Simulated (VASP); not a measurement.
# Ti (Pm-3m) in VASP: a series of runs

Ti is run at these levels: RPBE; tasks: single point, relaxation of cell and atoms.

Everything below comes from runs of VASP 6.6.1. Logs are shortened: lines on timing, memory, paths and dates and some standing lists are left out, and cuts for length are marked.

## (1) The cell of the first run

It takes space group Pm-3m (No. 221, cubic). Conventional cell: a = 2.747 Å, b = 2.747 Å, c = 2.747 Å, α = 90.00°, β = 90.00°, γ = 90.00°. Ti (site symmetry m-3m) has 6 Ti at 2.75 Å within 3.6 Å.

## (2) Single point, RPBE (volume scaled by 1.08)

Input file INCAR:

```
SYSTEM = Ti
PREC = Accurate
ENCUT = 520
EDIFF = 1E-7
ISMEAR = -1
SIGMA = 0.1
LREAL = .FALSE.
LASPH = .TRUE.
NELM = 100
ALGO = Normal
ISIF = 2
LWAVE = .FALSE.
LCHARG = .TRUE.
GGA = RP
LELF = .TRUE.
LVHAR = .TRUE.
NBANDS = 12
```

Input file KPOINTS:

```
regular mesh
0
G
  13 13 13
  0 0 0
```

Input file POSCAR:

```
Ti
1.0
    2.7473229523      0.0000000000      0.0000000000
    0.0000000000      2.7473229523      0.0000000000
    0.0000000000      0.0000000000      2.7473229523
Ti
1
Direct
    0.0000000000      0.0000000000      0.0000000000
```

Potentials or basis: VASP PAW PBE potentials, release 64 (Ti_sv).

Command:

```console
$ cat potpaw_PBE.64/Ti_sv/POTCAR > POTCAR
$ mpirun -np 1 vasp_std > vasp.out
```

OUTCAR:

```text
SYSTEM = Ti
   PREC = Accurate
   ENCUT = 520
   EDIFF = 1E-7
   ISMEAR = -1
   LREAL = .FALSE.
   LASPH = .TRUE.
   NELM = 100
   ISIF = 2
   GGA = RP

 ion  position               nearest neighbor table
   1  0.000  0.000  0.000-

  LATTYP: Found a simple cubic cell.
 ALAT       =     2.7473229523

  Lattice vectors:

 A1 = (   2.7473229523,   0.0000000000,   0.0000000000)
 A2 = (   0.0000000000,   2.7473229523,   0.0000000000)
 A3 = (   0.0000000000,   0.0000000000,   2.7473229523)

Analysis of symmetry for initial positions (statically):
=====================================================================
 Subroutine PRICEL returns:
 Original cell was already a primitive cell.

 Routine SETGRP: Setting up the symmetry group for a
 simple cubic supercell.

 Subroutine GETGRP returns: Found 48 space group operations
[... 9 lines left out ...]

 Routine SETGRP: Setting up the symmetry group for a
 simple cubic supercell.

 Subroutine GETGRP returns: Found 48 space group operations
[... 11 lines left out ...]
                                     Primitive cell

  volume of cell :      20.7362

  direct lattice vectors                    reciprocal lattice vectors
     2.747322952  0.000000000  0.000000000     0.363990698  0.000000000  0.000000000
     0.000000000  2.747322952  0.000000000     0.000000000  0.363990698  0.000000000
     0.000000000  0.000000000  2.747322952     0.000000000  0.000000000  0.363990698

  length of vectors
     2.747322952  2.747322952  2.747322952     0.363990698  0.363990698  0.363990698

  position of ions in fractional coordinates (direct lattice)
     0.000000000  0.000000000  0.000000000

  ion indices of the primitive-cell ions
   primitive index   ion index
                 1           1

----------------------------------------------------------------------------------------

 KPOINTS: regular mesh

Automatic generation of k-mesh.
 Grid dimensions read from file:
 generate k-points for:   13   13   13

 Generating k-lattice:

  Cartesian coordinates                     Fractional coordinates (reciprocal lattice)
     0.027999284  0.000000000  0.000000000     0.076923077  0.000000000  0.000000000
     0.000000000  0.027999284  0.000000000     0.000000000  0.076923077  0.000000000
     0.000000000  0.000000000  0.027999284     0.000000000  0.000000000  0.076923077

  Length of vectors
     0.027999284  0.027999284  0.027999284

  Shift w.r.t. Gamma in fractional coordinates (k-lattice)
     0.000000000  0.000000000  0.000000000

 Subroutine IBZKPT returns following result:
 ===========================================

 Found     84 irreducible k-points:

 Following reciprocal coordinates:
            Coordinates               Weight
  0.000000  0.000000  0.000000      1.000000
  0.076923  0.000000  0.000000      6.000000
  0.153846  0.000000  0.000000      6.000000
  0.230769  0.000000  0.000000      6.000000
  0.307692  0.000000  0.000000      6.000000
  0.384615  0.000000  0.000000      6.000000
[... 16 lines left out ...]
  0.307692  0.307692  0.000000     12.000000
  0.384615  0.307692  0.000000     24.000000
 [... further k-points ...]
   k-points           NKPTS =     84   k-points in BZ     NKDIM =     84   number of bands    NBANDS=     12
   number of dos      NEDOS =    301   number of ions     NIONS =      1
   total plane-waves  NPLWV =   8000
   dimension x,y,z NGX =    20 NGY =   20 NGZ =   20
   dimension x,y,z NGXF=    40 NGYF=   40 NGZF=   40
   ions per type =               1
   NGX,Y,Z   is equivalent  to a cutoff of  12.10, 12.10, 12.10 a.u.
   NGXF,Y,Z  is equivalent  to a cutoff of  24.20, 24.20, 24.20 a.u.
 SYSTEM =  Ti
   PREC   = accura    normal or accurate (medium, high low for compatibility)
   ISTART =      0    job   : 0-new  1-cont  2-samecut
   ICHARG =      2    charge: 1-file 2-atom 10-const
   ISPIN  =      1    spin polarized calculation?
   LNONCOLLINEAR =      F non collinear calculations
   LSORBIT =      F    spin-orbit coupling
   LASPH  =      T    aspherical Exc in radial PAW
   ENCUT  =  520.0 eV  38.22 Ry    6.18 a.u.   5.11  5.11  5.11*2*pi/ulx,y,z
   NELM   =    100;   NELMIN=  2; NELMDL= -5     # of ELM steps
   EDIFF  = 0.1E-06   stopping-criterion for ELM
   LREAL  =      F    real-space projection
   EDIFFG = 0.1E-05   stopping-criterion for IOM
   NSW    =      0    number of steps for IOM
   IBRION =     -1    ionic relax: 0-MD 1-quasi-New 2-CG
   NFREE  =      0    steps in history (QN), initial steepest desc. (CG)
   ISIF   =      2    stress and relaxation
   ISYM   =      2    0-nonsym 1-usesym 2-fastsym
   POTIM  = 0.5000    time-step for ionic-motion
   TEBEG  =    0.0;   TEEND  =   0.0 temperature during run
   PSTRESS=    0.0 pullay stress
   NELECT =      12.0000    total number of electrons
   NUPDOWN=      -1.0000    fix difference up-down
   EMIN   =  10.00;   EMAX   =-10.00  energy-range for DOS
   EFERMI =   0.00;   METHOD = LEGACY
   ISMEAR =    -1;   SIGMA  =   0.10  broadening in eV -4-tet -1-fermi 0-gaus
   EFERMI_NEDOS =   21; number of points for ismear=-14 and -15
   IALGO  =     38    algorithm
   IMIX   =      4    mixing-type and parameters
     AMIX     =   0.40;   BMIX     =  1.00
     AMIX_MAG =   1.60;   BMIX_MAG =  1.00
  volume/ion in A,a.u.               =      20.74       139.93
  Fermi-wavevector in a.u.,A,eV,Ry     =   1.364244  2.578048 25.322659  1.861163
  Thomas-Fermi vector in A             =   2.490577
   LORBIT       =      0    0 simple, 1 ext, 2 COOP (PROOUT), +10 PAW based schemes
   GGA     = RP    functional components
   LHFCALC =     F    Hartree Fock is set to
   AEXX    =    0.0000 exact exchange contribution
   IVDW    =     0    specifies the selected vdW correction
   LEPSILON=     F    determine dielectric tensor
   LRPA    =     F    only Hartree local field effects (RPA)
 non-spin polarized calculation
  energy-cutoff  :      520.00
  volume of cell :       20.74
 maximum number of plane-waves:       587
   NGX = 11   NGY = 11   NGZ = 11

 number of electron      12.0000013 magnetization

 Free energy of the ion-electron system (eV)
  ---------------------------------------------------
  ext. energy  EPLUGINS =         0.00000000
  ---------------------------------------------------
  free energy    TOTEN  =        -6.60303295 eV

  energy without entropy =       -6.52203298  energy(sigma->0) =       -6.56253297

 E-fermi :   6.5130     XC(G=0): -10.4799

 val. band max:        6.5067158183   @ k =   0.4615   0.1538   0.0769
 cond. band min:       6.5150053042   @ k =   0.2308   0.1538   0.1538
 fundamental gap:      0.0082894859
 Fermi energy:         6.5130318880

 k-point     1 :       0.0000    0.0000    0.0000
  band No.  band energies     occupation
      1     -50.3555      2.00000
      2     -26.2155      2.00000
      3     -26.2155      2.00000
      4     -26.2155      2.00000
      5       1.0619      2.00000
      6       5.4426      1.99996
      7       5.4426      1.99996
      8       9.9260      0.00000
      9       9.9260      0.00000
     10       9.9260      0.00000
     11      20.9584      0.00000
     12      20.9584      0.00000

 k-point     2 :       0.0769    0.0000    0.0000
  band No.  band energies     occupation
      1     -50.3511      2.00000
      2     -26.2506      2.00000
      3     -26.2125      2.00000
      4     -26.2125      2.00000
      5       1.1998      2.00000
      6       5.4749      1.99994
      7       5.5311      1.99989
      8       9.8198      0.00000
      9       9.8198      0.00000
     10       9.9339      0.00000
     11      19.8326      0.00000
     12      21.1778      0.00000

 k-point     3 :       0.1538    0.0000    0.0000
  band No.  band energies     occupation
      1     -50.3388      2.00000
      2     -26.3474      2.00000
      3     -26.2042      2.00000
      4     -26.2042      2.00000
      5       1.5994      2.00000
      6       5.5659      1.99985
      7       5.7752      1.99875
      8       9.5398      0.00000
      9       9.5398      0.00000
     10       9.9558      0.00000
     11      17.8717      0.00000
     12      21.7984      0.00000

 k-point     4 :       0.2308    0.0000    0.0000
  band No.  band energies     occupation
      1     -50.3214      2.00000
      2     -26.4820      2.00000
      3     -26.1926      2.00000
      4     -26.1926      2.00000
      5       2.2211      2.00000
      6       5.6982      1.99942
      7       6.1027      1.96750
      8       9.1750      0.00000
      9       9.1750      0.00000
     10       9.9868      0.00000
     11      15.9790      0.00000
     12      22.7340      0.00000

 k-point     5 :       0.3077    0.0000    0.0000
  band No.  band energies     occupation
      1     -50.3028      2.00000
      2     -26.6227      2.00000
      3     -26.1802      2.00000
      4     -26.1802      2.00000
      5       3.0032      2.00000
      6       5.8442      1.99751
      7       6.3772      1.59093
      8       8.8188      0.00000
      9       8.8188      0.00000
     10      10.0199      0.00000
     11      14.4060      0.00000
     12      23.2030      0.00000
[... 228 lines left out ...]
      1     -50.2543      2.00000
      2     -26.7030      2.00000
      3     -26.4239      2.00000
      4     -26.1482      2.00000
      5       4.5190      2.00000
      6       5.9690      1.99136
      7       7.1159      0.00481
      8       8.6805      0.00000
      9       8.8517      0.00000
     10       9.4009      0.00000
     11      13.6845      0.00000
     12      19.0632      0.00000

 k-point    22 :       0.4615    0.2308    0.0000
  band No.  band energies     occupation
      1     -50.2457      2.00000
      2     -26.7658      2.00000
      3     -26.4166      2.00000
      4     -26.1426      2.00000
      5       5.0628      2.00000
      6       5.7143      1.99932
      7       7.0738      0.00732
      8       8.5411      0.00000
      9       9.3988      0.00000
     10       9.4257      0.00000
     11      12.7416      0.00000
     12      19.8441      0.00000

 k-point    23 :       0.3077    0.3077    0.0000
  band No.  band energies     occupation
      1     -50.2514      2.00000
      2     -26.5805      2.00000
      3     -26.5653      2.00000
      4     -26.1463      2.00000
      5       4.3087      2.00000
      6       6.0198      1.98569
      7       7.7278      0.00001
      8       8.4128      0.00000
      9       8.9482      0.00000
     10       9.0897      0.00000
     11      14.7768      0.00000
     12      17.4664      0.00000

 k-point    24 :       0.3846    0.3077    0.0000
  band No.  band energies     occupation
      1     -50.2363      2.00000
      2     -26.6842      2.00000
      3     -26.5581      2.00000
      4     -26.1365      2.00000
      5       4.6257      2.00000
      6       5.9768      1.99066
      7       7.9908      0.00000
      8       8.7552      0.00000
      9       9.0702      0.00000
     10       9.0855      0.00000
     11      13.6729      0.00000
     12      17.8059      0.00000

 [... further k-points ...]

------------------------ aborting loop because EDIFF is reached ----------------------------------------

  FORCE on cell =-STRESS in cart. coord.  units (eV):
  Direction    XX          YY          ZZ          XY          YZ          ZX
  --------------------------------------------------------------------------------------
  -------------------------------------------------------------------------------------
  Total       -0.6580085     -0.6580085     -0.6580085      0.0000000      0.0000000      0.0000000
  in kB      -50.8408675    -50.8408675    -50.8408675      0.0000000      0.0000000      0.0000000
  external PRESSURE =     -50.8408675 kB  Pullay stress =       0.0000000 kB

 VOLUME and BASIS-vectors are now :
 -----------------------------------------------------------------------------
  energy-cutoff  :      520.00
  volume of cell :       20.74
      direct lattice vectors                 reciprocal lattice vectors
     2.747322952  0.000000000  0.000000000     0.363990698  0.000000000  0.000000000
     0.000000000  2.747322952  0.000000000     0.000000000  0.363990698  0.000000000
     0.000000000  0.000000000  2.747322952     0.000000000  0.000000000  0.363990698

 POSITION                                       TOTAL-FORCE (eV/Angst)
 -----------------------------------------------------------------------------------
      0.00000      0.00000      0.00000         0.000000      0.000000      0.000000
 -----------------------------------------------------------------------------------
    total drift:                               -0.000000     -0.000000     -0.000000

  FREE ENERGIE OF THE ION-ELECTRON SYSTEM (eV)
  ---------------------------------------------------
  free  energy   TOTEN  =        -6.6030329534 eV

  energy  without entropy=       -6.5220329770  energy(sigma->0) =       -6.56253297
```

Run time: 25 s. Hardware: 1 thread of AMD EPYC 7R43 (Zen 3), shared host; peak memory 0.1 GiB.

What came out:

```
Free energy            : -6.6030 eV
Pressure               : -5.1 GPa
Band gap on the k mesh : zero (band 6 reaches 7.04 eV, above the bottom of band 7 at 5.44 eV)
```

Levels at points of the mesh, in eV from the Fermi level:
```csv
k point,band 3,band 4,band 5,band 6,band 7,band 8,band 9,band 10
"(0.00, 0.00, 0.00)",-32.73,-32.73,-5.45,-1.07,-1.07,3.41,3.41,3.41
```

Caveat: the cell differs from its parent crystal (volume scaled by 1.08); the PAW data sets were made with another functional, which shifts forces and pressure a little.

## (3) Single point, RPBE (volume scaled by 1.12)

Input file INCAR:

```
PREC = Accurate ; ENCUT = 520
EDIFF = 1E-6 ; ISMEAR = -1
SIGMA = 0.1 ; LREAL = F
LASPH = T ; NELM = 100
ALGO = Normal ; ISIF = 2
LWAVE = F ; LCHARG = F
GGA = RP ; NBANDS = 12
```

Input file KPOINTS:

```
regular mesh
0
Gamma
  13 13 13
```

Input file POSCAR:

```
Ti
1.0
    2.7808301931      0.0000000000      0.0000000000
    0.0000000000      2.7808301931      0.0000000000
    0.0000000000      0.0000000000      2.7808301931
Ti
1
Direct
    0.0000000000      0.0000000000      0.0000000000
```

Potentials or basis: VASP PAW PBE potentials, release 64 (Ti_sv).

Command:

```console
$ cat potpaw_PBE.64/Ti_sv/POTCAR > POTCAR
$ mpirun -np 1 vasp_std > vasp.out
```

It took 26 s on 1 thread of AMD EPYC 7R43 (Zen 3), shared host; peak memory 0.11 GiB.

It converged, with:

```yaml
Free_energy: -6.5744 eV
Pressure: -6.9 GPa
Band_gap_on_the_k_mesh: zero (band 6 reaches 6.68 eV, above the bottom of band 7 at 5.17 eV)
```

Levels at points of the mesh, in eV from the Fermi level:
```
           k point  band 3  band 4  band 5  band 6  band 7  band 8  band 9  band 10
(0.00, 0.00, 0.00)  -32.81  -32.81   -5.36   -1.01   -1.01    3.27    3.27     3.27
```

Caveat: the cell differs from its parent crystal (volume scaled by 1.12); the PAW data sets were made with another functional, which shifts forces and pressure a little.

## (4) Single point, RPBE

This run uses another cell than the first one, of 19.20 Å³/atom, 0.926 times its volume.

Input file INCAR:

```
SYSTEM = Ti
ALGO = Normal
EDIFF = 1E-7
ENCUT = 520
GGA = RP
ISIF = 2
ISMEAR = -1
LASPH = .TRUE.
LCHARG = .FALSE.
LREAL = .FALSE.
LWAVE = .FALSE.
NBANDS = 12
NELM = 60
PREC = Accurate
SIGMA = 0.1
```

Input file KPOINTS:

```
k-points
0
G
  19 19 19
  0 0 0
```

Input file POSCAR:

```
Ti
1.0
    2.6777403484      0.0000000000      0.0000000000
    0.0000000000      2.6777403484      0.0000000000
    0.0000000000      0.0000000000      2.6777403484
Ti
1
Direct
    0.0000000000      0.0000000000      0.0000000000
```

Command:

```console
$ cat potpaw_PBE.64/Ti_sv/POTCAR > POTCAR
$ mpirun -np 1 vasp_std > vasp.out
```

Run time: 50 s. Hardware: 1 thread of AMD EPYC 7R43 (Zen 3), shared host; peak memory 0.12 GiB.

Results (log left out):

| Quantity | Value |
| --- | --- |
| Free energy | -6.6298 eV |
| Pressure | -0.3 GPa |
| Band gap on the k mesh | zero (band 6 reaches 7.93 eV, above the bottom of band 7 at 6.04 eV) |

Levels at points of the mesh, in eV from the Fermi level:
| k point | band 2 | band 3 | band 4 | band 5 | band 6 | band 7 | band 8 | band 9 | band 10 | band 11 |
| --- | --- | --- | --- | --- | --- | --- | --- | --- | --- | --- |
| (0.00, 0.00, 0.00) | -32.54 | -32.54 | -32.54 | -5.64 | -1.21 | -1.21 | 3.73 | 3.73 | 3.73 | 15.23 |

Caveat: the PAW data sets were made with another functional, which shifts forces and pressure a little.

(Continued in part 2 of 2.)
